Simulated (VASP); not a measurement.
# Hf2N (P4_2/mnm) in VASP: a series of runs

Hf2N is run at these levels: PBEsol; tasks: relaxation of shape and atoms at fixed volume, single point.

Program: VASP 6.6.1. These are calculated values, not measurements. Logs are shortened: lines on timing, memory, paths and dates and some standing lists are left out, and cuts for length are marked.

## (1) The cell of the first run

The structure is tetragonal, space group P4_2/mnm (No. 136). The conventional cell has a = 5.070 Å, b = 5.070 Å, c = 3.098 Å, α = 90.00°, β = 90.00°, γ = 90.00°. Within 2.8 Å of Hf (site symmetry m2m) lie 3 N at 2.11 to 2.14 Å. Within 2.8 Å of N (site symmetry mmm) lie 6 Hf at 2.11 to 2.14 Å.

## (2) Relaxation of shape and atoms at fixed volume, PBEsol (13.27 Å³/atom)

Contents of INCAR:

```
  PREC = Accurate
  ENCUT = 600
  EDIFF = 1E-6
  ISMEAR = 0
  SIGMA = 0.1
  LREAL = False
  LASPH = True
  NELM = 80
  ALGO = Normal
  ISIF = 4
  LWAVE = False
  LCHARG = False
  GGA = PS
  IBRION = 2
  NSW = 50
  EDIFFG = -0.01
```

Contents of KPOINTS:

```
Automatic mesh
0
Gamma
  8 8 12
```

Contents of POSCAR:

```
Hf2N
1.0
    5.0700374254      0.0000000000      0.0000000000
    0.0000000000      5.0700374254      0.0000000000
    0.0000000000      0.0000000000      3.0984183581
Hf N
4 2
Direct
    0.2943115278      0.2943115278      0.0000000000
    0.7056884722      0.7056884722      0.0000000000
    0.7943115278      0.2056884722      0.5000000000
    0.2056884722      0.7943115278      0.5000000000
    0.0000000000      0.0000000000      0.0000000000
    0.5000000000      0.5000000000      0.5000000000
```

Potentials or basis: VASP PAW PBE potentials, release 64 (Hf_pv, N).

Started as:

```bash
> cat potpaw_PBE.64/Hf_pv/POTCAR potpaw_PBE.64/N/POTCAR > POTCAR
> mpirun -np 1 vasp_std > vasp.out
```

OUTCAR:

```text
PREC = Accurate
   ENCUT = 600
   EDIFF = 1E-6
   ISMEAR = 0
   LREAL = False
   LASPH = True
   NELM = 80
   ISIF = 4
   GGA = PS
   IBRION = 2
   NSW = 50
   EDIFFG = -0.01

 ion  position               nearest neighbor table
   1  0.294  0.294  0.000-   5 2.11   6 2.14   6 2.14   2 2.95   4 3.00   3 3.00   4 3.00   3 3.00
                             4 3.00   4 3.00   3 3.00   3 3.00   2 3.64   2 3.64
   2  0.706  0.706  0.000-   5 2.11   6 2.14   6 2.14   1 2.95   4 3.00   3 3.00   4 3.00   3 3.00
                             3 3.00   3 3.00   4 3.00   4 3.00   1 3.64   1 3.64
   3  0.794  0.206  0.500-   6 2.11   5 2.14   5 2.14   4 2.95   1 3.00   1 3.00   2 3.00   2 3.00
                             2 3.00   2 3.00   1 3.00   1 3.00   4 3.64   4 3.64
   4  0.206  0.794  0.500-   6 2.11   5 2.14   5 2.14   3 2.95   1 3.00   1 3.00   2 3.00   2 3.00
                             1 3.00   1 3.00   2 3.00   2 3.00   3 3.64   3 3.64
   5  0.000  0.000  0.000-   1 2.11   2 2.11   3 2.14   4 2.14   3 2.14   4 2.14
   6  0.500  0.500  0.500-   3 2.11   4 2.11   1 2.14   2 2.14   1 2.14   2 2.14

  LATTYP: Found a simple tetragonal cell.
 ALAT       =     5.0700374254
 C/A-ratio  =     0.6111233701

  Lattice vectors:

 A1 = (   5.0700374254,   0.0000000000,   0.0000000000)
 A2 = (   0.0000000000,   5.0700374254,   0.0000000000)
 A3 = (   0.0000000000,   0.0000000000,   3.0984183581)

Analysis of symmetry for initial positions (statically):
=====================================================================
 Subroutine PRICEL returns:
 Original cell was already a primitive cell.

 Routine SETGRP: Setting up the symmetry group for a
 simple tetragonal supercell.

 Subroutine GETGRP returns: Found 16 space group operations
 (whereof  8 operations were pure point group operations)
 out of a pool of 16 trial point group operations.

The static configuration has the point symmetry D_2h.
 The point group associated with its full space group is D_4h.

Analysis of symmetry for dynamics (positions and initial velocities):
=====================================================================
 Subroutine PRICEL returns:
 Original cell was already a primitive cell.

 Routine SETGRP: Setting up the symmetry group for a
 simple tetragonal supercell.

 Subroutine GETGRP returns: Found 16 space group operations
 (whereof  8 operations were pure point group operations)
 out of a pool of 16 trial point group operations.

The dynamic configuration has the point symmetry D_2h.
 The point group associated with its full space group is D_4h.

 Subroutine INISYM returns: Found 16 space group operations
 (whereof  8 operations are pure point group operations),
 and found     1 'primitive' translations

----------------------------------------------------------------------------------------

                                     Primitive cell

  volume of cell :      79.6457

  direct lattice vectors                    reciprocal lattice vectors
     5.070037425  0.000000000  0.000000000     0.197237203  0.000000000  0.000000000
     0.000000000  5.070037425  0.000000000     0.000000000  0.197237203  0.000000000
     0.000000000  0.000000000  3.098418358     0.000000000  0.000000000  0.322745312

  length of vectors
     5.070037425  5.070037425  3.098418358     0.197237203  0.197237203  0.322745312

  position of ions in fractional coordinates (direct lattice)
     0.294311528  0.294311528  0.000000000
     0.705688472  0.705688472  0.000000000
     0.794311528  0.205688472  0.500000000
     0.205688472  0.794311528  0.500000000
     0.000000000  0.000000000  0.000000000
     0.500000000  0.500000000  0.500000000

  ion indices of the primitive-cell ions
   primitive index   ion index
                 1           1
                 2           2
                 3           3
                 4           4
                 5           5
                 6           6

----------------------------------------------------------------------------------------

 KPOINTS: Automatic mesh

Automatic generation of k-mesh.
 Grid dimensions read from file:
 generate k-points for:    8    8   12

 Generating k-lattice:

  Cartesian coordinates                     Fractional coordinates (reciprocal lattice)
     0.024654650  0.000000000  0.000000000     0.125000000  0.000000000  0.000000000
     0.000000000  0.024654650  0.000000000     0.000000000  0.125000000  0.000000000
     0.000000000  0.000000000  0.026895443     0.000000000  0.000000000  0.083333333

  Length of vectors
     0.024654650  0.024654650  0.026895443

  Shift w.r.t. Gamma in fractional coordinates (k-lattice)
     0.000000000  0.000000000  0.000000000

 Subroutine IBZKPT returns following result:
 ===========================================

 Found    105 irreducible k-points:

 Following reciprocal coordinates:
            Coordinates               Weight
  0.000000  0.000000  0.000000      1.000000
  0.125000  0.000000  0.000000      4.000000
  0.250000  0.000000  0.000000      4.000000
  0.375000  0.000000  0.000000      4.000000
  0.500000  0.000000  0.000000      2.000000
  0.125000  0.125000  0.000000      4.000000
[... 16 lines left out ...]
  0.375000  0.125000  0.083333     16.000000
  0.500000  0.125000  0.083333      8.000000
 [... further k-points ...]
   k-points           NKPTS =    105   k-points in BZ     NKDIM =    105   number of bands    NBANDS=     30
   number of dos      NEDOS =    301   number of ions     NIONS =      6
   total plane-waves  NPLWV =  49392
   dimension x,y,z NGX =    42 NGY =   42 NGZ =   28
   dimension x,y,z NGXF=    84 NGYF=   84 NGZF=   56
   ions per type =               4   2
   NGX,Y,Z   is equivalent  to a cutoff of  13.77, 13.77, 15.02 a.u.
   NGXF,Y,Z  is equivalent  to a cutoff of  27.54, 27.54, 30.05 a.u.
 SYSTEM =  unknown system
   PREC   = accura    normal or accurate (medium, high low for compatibility)
   ISTART =      0    job   : 0-new  1-cont  2-samecut
   ICHARG =      2    charge: 1-file 2-atom 10-const
   ISPIN  =      1    spin polarized calculation?
   LNONCOLLINEAR =      F non collinear calculations
   LSORBIT =      F    spin-orbit coupling
   LASPH  =      T    aspherical Exc in radial PAW
   ENCUT  =  600.0 eV  44.10 Ry    6.64 a.u.  10.13 10.13  6.19*2*pi/ulx,y,z
   NELM   =     80;   NELMIN=  2; NELMDL= -5     # of ELM steps
   EDIFF  = 0.1E-05   stopping-criterion for ELM
   LREAL  =      F    real-space projection
   EDIFFG = -.1E-01   stopping-criterion for IOM
   NSW    =     50    number of steps for IOM
   IBRION =      2    ionic relax: 0-MD 1-quasi-New 2-CG
   NFREE  =      1    steps in history (QN), initial steepest desc. (CG)
   ISIF   =      4    stress and relaxation
   ISYM   =      2    0-nonsym 1-usesym 2-fastsym
   POTIM  = 0.5000    time-step for ionic-motion
   TEBEG  =    0.0;   TEEND  =   0.0 temperature during run
   PSTRESS=    0.0 pullay stress
   NELECT =      50.0000    total number of electrons
   NUPDOWN=      -1.0000    fix difference up-down
   EMIN   =  10.00;   EMAX   =-10.00  energy-range for DOS
   EFERMI =   0.00;   METHOD = LEGACY
   ISMEAR =     0;   SIGMA  =   0.10  broadening in eV -4-tet -1-fermi 0-gaus
   EFERMI_NEDOS =   21; number of points for ismear=-14 and -15
   IALGO  =     38    algorithm
   IMIX   =      4    mixing-type and parameters
     AMIX     =   0.40;   BMIX     =  1.00
     AMIX_MAG =   1.60;   BMIX_MAG =  1.00
  volume/ion in A,a.u.               =      13.27        89.58
  Fermi-wavevector in a.u.,A,eV,Ry     =   1.401772  2.648965 26.734967  1.964965
  Thomas-Fermi vector in A             =   2.524600
   LORBIT       =      0    0 simple, 1 ext, 2 COOP (PROOUT), +10 PAW based schemes
   GGA     = PS    functional components
   LHFCALC =     F    Hartree Fock is set to
   AEXX    =    0.0000 exact exchange contribution
   IVDW    =     0    specifies the selected vdW correction
   LEPSILON=     F    determine dielectric tensor
   LRPA    =     F    only Hartree local field effects (RPA)
 conjugate gradient relaxation of ions
 non-spin polarized calculation
 Gauss-broadening in eV      SIGMA  =   0.10
  energy-cutoff  :      600.00
  volume of cell :       79.65
 maximum number of plane-waves:      2700
 NGX is ok and might be reduce to    42

--------------------------------------- Ionic step        1  -------------------------------------------

 number of electron      49.9999998 magnetization

 Free energy of the ion-electron system (eV)
  ---------------------------------------------------
  ext. energy  EPLUGINS =         0.00000000
  ---------------------------------------------------
  free energy    TOTEN  =       -66.52811820 eV

  energy without entropy =      -66.51678764  energy(sigma->0) =      -66.52245292

------------------------ aborting loop because EDIFF is reached ----------------------------------------

  FORCE on cell =-STRESS in cart. coord.  units (eV):
  Direction    XX          YY          ZZ          XY          YZ          ZX
  --------------------------------------------------------------------------------------
  -------------------------------------------------------------------------------------
  Total       16.5465016     16.5465016     16.5750721      0.0000000      0.0000000      0.0000000
  in kB      332.8544599    332.8544599    333.4291922      0.0000000      0.0000000      0.0000000
  external PRESSURE =     333.0460374 kB  Pullay stress =       0.0000000 kB
[... 65 lines left out ...]
  energy  without entropy=      -66.5170512320  energy(sigma->0) =      -66.52269611

--------------------------------------- Ionic step        3  -------------------------------------------

 number of electron      49.9999998 magnetization

 Free energy of the ion-electron system (eV)
  ---------------------------------------------------
  ext. energy  EPLUGINS =         0.00000000
  ---------------------------------------------------
  free energy    TOTEN  =       -66.52836662 eV

  energy without entropy =      -66.51706843  energy(sigma->0) =      -66.52271752

 E-fermi :   6.8501     XC(G=0): -12.8002

 val. band max:        6.8265845548   @ k =   0.0000   0.0000   0.1667
 cond. band min:       6.8723072740   @ k =   0.3750   0.2500   0.3333
 fundamental gap:      0.0457227192
 Fermi energy:         6.8500785683

 k-point     1 :       0.0000    0.0000    0.0000
  band No.  band energies     occupation
      1     -24.3823      2.00000
      2     -23.5417      2.00000
      3     -23.4575      2.00000
      4     -23.4575      2.00000
      5     -23.1072      2.00000
      6     -22.8371      2.00000
[... 781 lines left out ...]
     29       9.4752      0.00000
     30       9.4752      0.00000

 [... further k-points ...]
[... 5 lines left out ...]
  --------------------------------------------------------------------------------------
  -------------------------------------------------------------------------------------
  Total       16.5581249     16.5581249     16.4964064      0.0000000      0.0000000      0.0000000
  in kB      333.0882778    333.0882778    331.8467293      0.0000000      0.0000000      0.0000000
  external PRESSURE =     332.6744283 kB  Pullay stress =       0.0000000 kB
[... 21 lines left out ...]
  FREE ENERGIE OF THE ION-ELECTRON SYSTEM (eV)
  ---------------------------------------------------
  free  energy   TOTEN  =       -66.5283666174 eV

  energy  without entropy=      -66.5170684325  energy(sigma->0) =      -66.52271752

 reached required accuracy - stopping structural energy minimisation
```

Wall time 6.9 min (1 thread of Intel Xeon Platinum 8488C (Sapphire Rapids), shared host); peak memory 0.39 GiB.

Results:

| Property | Result |
| --- | --- |
| Free energy | -66.5284 eV |
| Energy gained by relaxing | 0.0 meV/atom |
| Ionic steps | 3 |
| Pressure after relaxing | 33.3 GPa |
| Band gap on the k mesh | zero (bands 25 and 26 overlap by 3.08 eV) |

The path:
```csv
step,energy change (eV),largest force (eV/Å),pressure (GPa),volume (Å³)
1,0.0000,0.0582,33.30,79.65
2,-0.0002,0.0177,33.26,79.65
3,-0.0002,0.0008,33.27,79.65
```

Final structure:
```xyz
6
Lattice="5.0697 0.0000 0.0000 0.0000 5.0697 0.0000 0.0000 0.0000 3.0988" Properties=species:S:1:pos:R:3 pbc="T T T"
Hf    1.4906    1.4906    0.0000
Hf    3.5792    3.5792    0.0000
Hf    4.0255    1.0443    1.5494
Hf    1.0443    4.0255    1.5494
N     0.0000    0.0000    0.0000
N     2.5349    2.5349    1.5494
```

Caveat: the PAW data sets were made with another functional, which shifts forces and pressure a little; spin-orbit coupling is left out, which moves the levels of the heavy elements.

## (3) Single point, PBEsol

This run uses another cell than the first one: it holds 12 atoms, not 6.

Contents of INCAR:

```
SYSTEM = Hf2N
ALGO = Normal
EDIFF = 1E-6
ENCUT = 520
GGA = PS
ISIF = 2
ISMEAR = 0
LASPH = .TRUE.
LCHARG = .FALSE.
LREAL = .FALSE.
LWAVE = .FALSE.
NBANDS = 62
NELM = 80
PREC = Accurate
SIGMA = 0.15
```

Contents of KPOINTS:

```
k-points
0
G
  9 14 5
  0 0 0
```

Contents of POSCAR:

```
Hf2N
1.0
    0.0000000000     -5.2955389246      0.0000000000
    0.0000000000      0.0000000000     -3.2274489833
   10.5910778492      0.0000000000      0.0000000000
Hf N
8 4
Direct
    0.7045366981      0.0000000000      0.1477316510
    0.7045366981      0.0000000000      0.6477316510
    0.2954633019      1.0000000000      0.3522683490
    0.2954633019      1.0000000000      0.8522683490
    0.7954633019      0.5000000000      0.3977316510
    0.7954633019      0.5000000000      0.8977316510
    0.2045366981      0.5000000000      0.1022683490
    0.2045366981      0.5000000000      0.6022683490
    1.0000000000      0.0000000000      0.0000000000
    1.0000000000      0.0000000000      0.5000000000
    0.5000000000      0.5000000000      0.2500000000
    0.5000000000      0.5000000000      0.7500000000
```

Potentials or basis: VASP PAW PBE potentials, release 64 (Hf_pv, N).

Started as:

```bash
> cat potpaw_PBE.64/Hf_pv/POTCAR potpaw_PBE.64/N/POTCAR > POTCAR
> mpirun -np 1 vasp_std > vasp.out
```

Run time: 12 min. Hardware: 1 thread of Intel Xeon 6975P-C (Granite Rapids), shared host; peak memory 0.93 GiB.

Results (log left out):

```yaml
Free_energy: -135.0204 eV
Pressure: -1.0 GPa
Largest_force: 0.003 eV/Å
Band_gap_on_the_k_mesh: zero (bands 50 and 51 overlap by 2.12 eV)
```

Forces in eV/Å, atoms in the order of the input:
```
Hf  -0.002 -0.003  0.000
Hf  -0.002 -0.003  0.000
Hf   0.002  0.003  0.000
Hf   0.002  0.003  0.000
Hf  -0.002  0.003  0.000
Hf  -0.002  0.003  0.000
Hf   0.002 -0.003  0.000
Hf   0.002 -0.003  0.000
N    0.000  0.000  0.000
N    0.000  0.000  0.000
N    0.000  0.000  0.000
N    0.000  0.000  0.000
```

Stress tensor (GPa, compression positive):
```
-0.92  0.00  0.00
 0.00 -0.91  0.00
 0.00  0.00 -1.12
```

Levels at points of the mesh, in eV from the Fermi level:
| k point | band 46 | band 47 | band 48 | band 49 | band 50 | band 51 | band 52 | band 53 | band 54 | band 55 |
| --- | --- | --- | --- | --- | --- | --- | --- | --- | --- | --- |
| (0.00, 0.00, 0.00) | -1.07 | -0.09 | 0.79 | 1.05 | 1.13 | 1.13 | 1.44 | 1.44 | 1.57 | 1.79 |
| (0.00, 0.50, 0.00) | -1.27 | -1.26 | -1.26 | -1.16 | -1.16 | -0.94 | -0.94 | 1.79 | 1.79 | 2.19 |

Caveat: the PAW data sets were made with another functional, which shifts forces and pressure a little; spin-orbit coupling is left out, which moves the levels of the heavy elements.

The gap in the log of VASP goes by the Fermi energy; the results here count the filled bands.